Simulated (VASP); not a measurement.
# FeSi (P2_13) in VASP: a series of runs

The runs below take FeSi through single point, relaxation of cell and atoms, with PBE.

Program: VASP 6.6.1. These are calculated values, not measurements. Logs are shortened: lines on timing, memory, paths and dates and some standing lists are left out, and cuts for length are marked.

## 1. The cell of the first run

It takes space group P2_13 (No. 198, cubic). Conventional cell: a = 4.448 Å, b = 4.448 Å, c = 4.448 Å, α = 90.00°, β = 90.00°, γ = 90.00°. Fe (site symmetry 3) has 7 Si at 2.27 to 2.50 Å and 6 Fe at 2.73 Å within 3.0 Å. Si (site symmetry 3) has 7 Fe at 2.27 to 2.50 Å and 6 Si at 2.76 Å within 3.0 Å.

## 2. Single point, PBE

Contents of INCAR:

```
SYSTEM = FeSi
PREC = Accurate
ENCUT = 520
EDIFF = 1E-6
ISMEAR = 0
SIGMA = 0.05
LREAL = .FALSE.
LASPH = .TRUE.
NELM = 100
ALGO = Normal
ISIF = 2
LWAVE = .FALSE.
LCHARG = .FALSE.
GGA = PE
NBANDS = 34
```

Contents of KPOINTS:

```
regular mesh
0
G
  8 8 8
  0 0 0
```

Contents of POSCAR:

```
FeSi
1.0
    4.4479877392      0.0000000000      0.0000000000
    0.0000000000      4.4479877392      0.0000000000
    0.0000000000      0.0000000000      4.4479877392
Fe Si
4 4
Direct
    0.1359950305      0.1359950305      0.1359950305
    0.3640049695      0.8640049695      0.6359950305
    0.6359950305      0.3640049695      0.8640049695
    0.8640049695      0.6359950305      0.3640049695
    0.8407182958      0.8407182958      0.8407182958
    0.6592817042      0.1592817042      0.3407182958
    0.3407182958      0.6592817042      0.1592817042
    0.1592817042      0.3407182958      0.6592817042
```

Potentials or basis: VASP PAW PBE potentials, release 64 (Fe, Si).

Run with:

```console
$ cat potpaw_PBE.64/Fe/POTCAR potpaw_PBE.64/Si/POTCAR > POTCAR
$ mpirun -np 1 vasp_std > vasp.out
```

OUTCAR:

```text
SYSTEM = FeSi
   PREC = Accurate
   ENCUT = 520
   EDIFF = 1E-6
   ISMEAR = 0
   LREAL = .FALSE.
   LASPH = .TRUE.
   NELM = 100
   ISIF = 2
   GGA = PE

 ion  position               nearest neighbor table
   1  0.136  0.136  0.136-   5 2.27   6 2.31   7 2.31   8 2.31   7 2.50   8 2.50   6 2.50   3 2.73
                             4 2.73   2 2.73   2 2.73   4 2.73   3 2.73
   2  0.364  0.864  0.636-   6 2.27   5 2.31   7 2.31   8 2.31   7 2.50   8 2.50   5 2.50   1 2.73
                             1 2.73   3 2.73   3 2.73   4 2.73   4 2.73
   3  0.636  0.364  0.864-   7 2.27   6 2.31   5 2.31   8 2.31   8 2.50   6 2.50   5 2.50   1 2.73
                             4 2.73   2 2.73   2 2.73   4 2.73   1 2.73
   4  0.864  0.636  0.364-   8 2.27   6 2.31   7 2.31   5 2.31   6 2.50   5 2.50   7 2.50   1 2.73
                             3 2.73   2 2.73   1 2.73   2 2.73   3 2.73
   5  0.841  0.841  0.841-   1 2.27   2 2.31   3 2.31   4 2.31   3 2.50   4 2.50   2 2.50   6 2.76
                             7 2.76   8 2.76   6 2.76   8 2.76   7 2.76
   6  0.659  0.159  0.341-   2 2.27   1 2.31   3 2.31   4 2.31   3 2.50   4 2.50   1 2.50   8 2.76
                             5 2.76   5 2.76   7 2.76   7 2.76   8 2.76
   7  0.341  0.659  0.159-   3 2.27   2 2.31   1 2.31   4 2.31   4 2.50   2 2.50   1 2.50   8 2.76
                             5 2.76   8 2.76   6 2.76   6 2.76   5 2.76
   8  0.159  0.341  0.659-   4 2.27   2 2.31   3 2.31   1 2.31   2 2.50   1 2.50   3 2.50   7 2.76
                             5 2.76   7 2.76   5 2.76   6 2.76   6 2.76

  LATTYP: Found a simple cubic cell.
 ALAT       =     4.4479877392

  Lattice vectors:

 A1 = (   4.4479877392,   0.0000000000,   0.0000000000)
 A2 = (   0.0000000000,   4.4479877392,   0.0000000000)
 A3 = (   0.0000000000,   0.0000000000,   4.4479877392)

Analysis of symmetry for initial positions (statically):
=====================================================================
 Subroutine PRICEL returns:
 Original cell was already a primitive cell.

 Routine SETGRP: Setting up the symmetry group for a
 simple cubic supercell.

 Subroutine GETGRP returns: Found 12 space group operations
 (whereof  3 operations were pure point group operations)
 out of a pool of 48 trial point group operations.

The static configuration has the point symmetry C_3 .
 The point group associated with its full space group is T   .

Analysis of symmetry for dynamics (positions and initial velocities):
=====================================================================
 Subroutine PRICEL returns:
 Original cell was already a primitive cell.

 Routine SETGRP: Setting up the symmetry group for a
 simple cubic supercell.

 Subroutine GETGRP returns: Found 12 space group operations
 (whereof  3 operations were pure point group operations)
 out of a pool of 48 trial point group operations.

The dynamic configuration has the point symmetry C_3 .
 The point group associated with its full space group is T   .

 Subroutine INISYM returns: Found 12 space group operations
 (whereof  3 operations are pure point group operations),
 and found     1 'primitive' translations

----------------------------------------------------------------------------------------

                                     Primitive cell

  volume of cell :      88.0016

  direct lattice vectors                    reciprocal lattice vectors
     4.447987739  0.000000000  0.000000000     0.224820764  0.000000000  0.000000000
     0.000000000  4.447987739  0.000000000     0.000000000  0.224820764  0.000000000
     0.000000000  0.000000000  4.447987739     0.000000000  0.000000000  0.224820764

  length of vectors
     4.447987739  4.447987739  4.447987739     0.224820764  0.224820764  0.224820764

  position of ions in fractional coordinates (direct lattice)
     0.135995030  0.135995030  0.135995030
     0.364004970  0.864004970  0.635995030
     0.635995030  0.364004970  0.864004970
     0.864004970  0.635995030  0.364004970
     0.840718296  0.840718296  0.840718296
     0.659281704  0.159281704  0.340718296
     0.340718296  0.659281704  0.159281704
     0.159281704  0.340718296  0.659281704

  ion indices of the primitive-cell ions
   primitive index   ion index
                 1           1
                 2           2
                 3           3
                 4           4
                 5           5
                 6           6
                 7           7
                 8           8

----------------------------------------------------------------------------------------

 KPOINTS: regular mesh

Automatic generation of k-mesh.
 Grid dimensions read from file:
 generate k-points for:    8    8    8

 Generating k-lattice:

  Cartesian coordinates                     Fractional coordinates (reciprocal lattice)
     0.028102595  0.000000000  0.000000000     0.125000000  0.000000000  0.000000000
     0.000000000  0.028102595  0.000000000     0.000000000  0.125000000  0.000000000
     0.000000000  0.000000000  0.028102595     0.000000000  0.000000000  0.125000000

  Length of vectors
     0.028102595  0.028102595  0.028102595

  Shift w.r.t. Gamma in fractional coordinates (k-lattice)
     0.000000000  0.000000000  0.000000000

 Subroutine IBZKPT returns following result:
 ===========================================

 Found     45 irreducible k-points:

 Following reciprocal coordinates:
            Coordinates               Weight
  0.000000  0.000000  0.000000      1.000000
  0.125000  0.000000  0.000000      6.000000
  0.250000  0.000000  0.000000      6.000000
  0.375000  0.000000  0.000000      6.000000
  0.500000  0.000000  0.000000      3.000000
  0.125000  0.125000  0.000000     12.000000
[... 16 lines left out ...]
  0.250000  0.125000  0.125000     24.000000
  0.375000  0.125000  0.125000     24.000000
 [... further k-points ...]
   k-points           NKPTS =     45   k-points in BZ     NKDIM =     45   number of bands    NBANDS=     34
   number of dos      NEDOS =    301   number of ions     NIONS =      8
   total plane-waves  NPLWV =  46656
   dimension x,y,z NGX =    36 NGY =   36 NGZ =   36
   dimension x,y,z NGXF=    72 NGYF=   72 NGZF=   72
   ions per type =               4   4
   NGX,Y,Z   is equivalent  to a cutoff of  13.46, 13.46, 13.46 a.u.
   NGXF,Y,Z  is equivalent  to a cutoff of  26.91, 26.91, 26.91 a.u.
 SYSTEM =  FeSi
   PREC   = accura    normal or accurate (medium, high low for compatibility)
   ISTART =      0    job   : 0-new  1-cont  2-samecut
   ICHARG =      2    charge: 1-file 2-atom 10-const
   ISPIN  =      1    spin polarized calculation?
   LNONCOLLINEAR =      F non collinear calculations
   LSORBIT =      F    spin-orbit coupling
   LASPH  =      T    aspherical Exc in radial PAW
   ENCUT  =  520.0 eV  38.22 Ry    6.18 a.u.   8.27  8.27  8.27*2*pi/ulx,y,z
   NELM   =    100;   NELMIN=  2; NELMDL= -5     # of ELM steps
   EDIFF  = 0.1E-05   stopping-criterion for ELM
   LREAL  =      F    real-space projection
   EDIFFG = 0.1E-04   stopping-criterion for IOM
   NSW    =      0    number of steps for IOM
   IBRION =     -1    ionic relax: 0-MD 1-quasi-New 2-CG
   NFREE  =      0    steps in history (QN), initial steepest desc. (CG)
   ISIF   =      2    stress and relaxation
   ISYM   =      2    0-nonsym 1-usesym 2-fastsym
   POTIM  = 0.5000    time-step for ionic-motion
   TEBEG  =    0.0;   TEEND  =   0.0 temperature during run
   PSTRESS=    0.0 pullay stress
   NELECT =      48.0000    total number of electrons
   NUPDOWN=      -1.0000    fix difference up-down
   EMIN   =  10.00;   EMAX   =-10.00  energy-range for DOS
   EFERMI =   0.00;   METHOD = LEGACY
   ISMEAR =     0;   SIGMA  =   0.05  broadening in eV -4-tet -1-fermi 0-gaus
   EFERMI_NEDOS =   21; number of points for ismear=-14 and -15
   IALGO  =     38    algorithm
   IMIX   =      4    mixing-type and parameters
     AMIX     =   0.40;   BMIX     =  1.00
     AMIX_MAG =   1.60;   BMIX_MAG =  1.00
  volume/ion in A,a.u.               =      11.00        74.23
  Fermi-wavevector in a.u.,A,eV,Ry     =   1.337596  2.527690 24.343045  1.789163
  Thomas-Fermi vector in A             =   2.466132
   LORBIT       =      0    0 simple, 1 ext, 2 COOP (PROOUT), +10 PAW based schemes
   GGA     = PE    functional components
   LHFCALC =     F    Hartree Fock is set to
   AEXX    =    0.0000 exact exchange contribution
   IVDW    =     0    specifies the selected vdW correction
   LEPSILON=     F    determine dielectric tensor
   LRPA    =     F    only Hartree local field effects (RPA)
 non-spin polarized calculation
 Gauss-broadening in eV      SIGMA  =   0.05
  energy-cutoff  :      520.00
  volume of cell :       88.00
 maximum number of plane-waves:      2392
 NGX is ok and might be reduce to    36
   NGX = 17   NGY = 17   NGZ = 17

 number of electron      48.0000013 magnetization

 Free energy of the ion-electron system (eV)
  ---------------------------------------------------
  ext. energy  EPLUGINS =         0.00000000
  ---------------------------------------------------
  free energy    TOTEN  =       -58.78221960 eV

  energy without entropy =      -58.78166098  energy(sigma->0) =      -58.78194029

 E-fermi :   9.8034     XC(G=0): -12.7991

 val. band max:        9.7216539228   @ k =  -0.1250   0.3750   0.0000
 cond. band min:       9.8833357556   @ k =   0.2500   0.2500   0.0000
 fundamental gap:      0.1616818327
 Fermi energy:         9.8033587806

 k-point     1 :       0.0000    0.0000    0.0000
  band No.  band energies     occupation
      1      -3.5181      2.00000
      2       1.8373      2.00000
      3       1.8373      2.00000
      4       1.8373      2.00000
      5       4.6741      2.00000
      6       4.6741      2.00000
[... 26 lines left out ...]
     33      14.0341      0.00000
     34      14.0341      0.00000
[... 820 lines left out ...]
      4       2.7896      2.00000
      5       3.7125      2.00000
      6       4.4500      2.00000
[... 26 lines left out ...]
     33      13.9557      0.00000
     34      14.6839      0.00000

 [... further k-points ...]

------------------------ aborting loop because EDIFF is reached ----------------------------------------

  FORCE on cell =-STRESS in cart. coord.  units (eV):
  Direction    XX          YY          ZZ          XY          YZ          ZX
  --------------------------------------------------------------------------------------
  -------------------------------------------------------------------------------------
  Total        0.0969934      0.0969934      0.0969934     -0.0000000      0.0000000      0.0000000
  in kB        1.7658827      1.7658827      1.7658827     -0.0000000      0.0000000      0.0000000
  external PRESSURE =       1.7658827 kB  Pullay stress =       0.0000000 kB

 VOLUME and BASIS-vectors are now :
 -----------------------------------------------------------------------------
  energy-cutoff  :      520.00
  volume of cell :       88.00
      direct lattice vectors                 reciprocal lattice vectors
     4.447987739  0.000000000  0.000000000     0.224820764  0.000000000  0.000000000
     0.000000000  4.447987739  0.000000000     0.000000000  0.224820764  0.000000000
     0.000000000  0.000000000  4.447987739     0.000000000  0.000000000  0.224820764

 POSITION                                       TOTAL-FORCE (eV/Angst)
 -----------------------------------------------------------------------------------
      0.60490      0.60490      0.60490         0.020540      0.020540      0.020540
      1.61909      3.84308      2.82890        -0.020540     -0.020540      0.020540
      2.82890      1.61909      3.84308         0.020540     -0.020540     -0.020540
      3.84308      2.82890      1.61909        -0.020540      0.020540     -0.020540
      3.73950      3.73950      3.73950         0.001465      0.001465      0.001465
      2.93248      0.70848      1.51551        -0.001465     -0.001465      0.001465
      1.51551      2.93248      0.70848         0.001465     -0.001465     -0.001465
      0.70848      1.51551      2.93248        -0.001465      0.001465     -0.001465
 -----------------------------------------------------------------------------------
    total drift:                               -0.000001     -0.000001     -0.000000

  FREE ENERGIE OF THE ION-ELECTRON SYSTEM (eV)
  ---------------------------------------------------
  free  energy   TOTEN  =       -58.7822196013 eV

  energy  without entropy=      -58.7816609761  energy(sigma->0) =      -58.78194029
```

Run time: 84 s. Hardware: 1 thread of AMD EPYC 9R45 (Zen 5), shared host; peak memory 0.23 GiB.

Results:

```yaml
Free_energy: -58.7822 eV
Pressure: 0.2 GPa
Largest_force: 0.036 eV/Å
Band_gap_on_the_k_mesh: 0.16 eV (least direct gap 0.17 eV)
```

Forces on the atoms (eV/Å):
```
Fe   0.021  0.021  0.021
Fe  -0.021 -0.021  0.021
Fe   0.021 -0.021 -0.021
Fe  -0.021  0.021 -0.021
Si   0.001  0.001  0.001
Si  -0.001 -0.001  0.001
Si   0.001 -0.001 -0.001
Si  -0.001  0.001 -0.001
```

A k mesh can miss the band edges. Spin polarisation is off, so any magnetic state and its effect on volume and gap are missing.

## 3. Single point, PBE

Contents of INCAR:

```
PREC = Accurate ; ENCUT = 520
EDIFF = 1E-6 ; ISMEAR = 0
SIGMA = 0.05 ; LREAL = F
LASPH = T ; NELM = 60
ALGO = Normal ; ISIF = 2
LWAVE = F ; LCHARG = F
GGA = PE ; NBANDS = 34
```

Contents of KPOINTS:

```
regular mesh
0
Gamma
  8 8 8
```

POSCAR is that of step 2.

Potentials or basis: VASP PAW PBE potentials, release 64 (Fe, Si).

Run with:

```console
$ cat potpaw_PBE.64/Fe/POTCAR potpaw_PBE.64/Si/POTCAR > POTCAR
$ mpirun -np 1 vasp_std > vasp.out
```

Run time: 91 s. Hardware: 1 thread of AMD EPYC 9R45 (Zen 5), shared host; peak memory 0.23 GiB.

It converged, with:

```yaml
Free_energy: -58.7822 eV
Pressure: 0.2 GPa
Largest_force: 0.036 eV/Å
Band_gap_on_the_k_mesh: 0.16 eV (least direct gap 0.17 eV)
```

Forces on the atoms (eV/Å):
```
Fe   0.021  0.021  0.021
Fe  -0.021 -0.021  0.021
Fe   0.021 -0.021 -0.021
Fe  -0.021  0.021 -0.021
Si   0.001  0.001  0.001
Si  -0.001 -0.001  0.001
Si   0.001 -0.001 -0.001
Si  -0.001  0.001 -0.001
```

Levels at points of the mesh, in eV from the valence-band top:
| k point | band 22 | band 23 | band 24 | band 25 | band 26 | band 27 |
| --- | --- | --- | --- | --- | --- | --- |
| (0.00, 0.00, 0.00) | -0.28 | -0.04 | -0.04 | 0.66 | 0.66 | 0.66 |
| (0.50, 0.00, 0.00) | -0.38 | -0.01 | -0.01 | 0.20 | 0.20 | 1.72 |
| (0.50, 0.50, 0.00) | -1.01 | -0.36 | -0.36 | 0.64 | 0.64 | 1.30 |
| (0.50, 0.50, 0.50) | -0.67 | -0.67 | -0.67 | 0.50 | 0.50 | 0.50 |

A k mesh can miss the band edges. Spin polarisation is off, so any magnetic state and its effect on volume and gap are missing.

(Continued in part 2 of 2.)
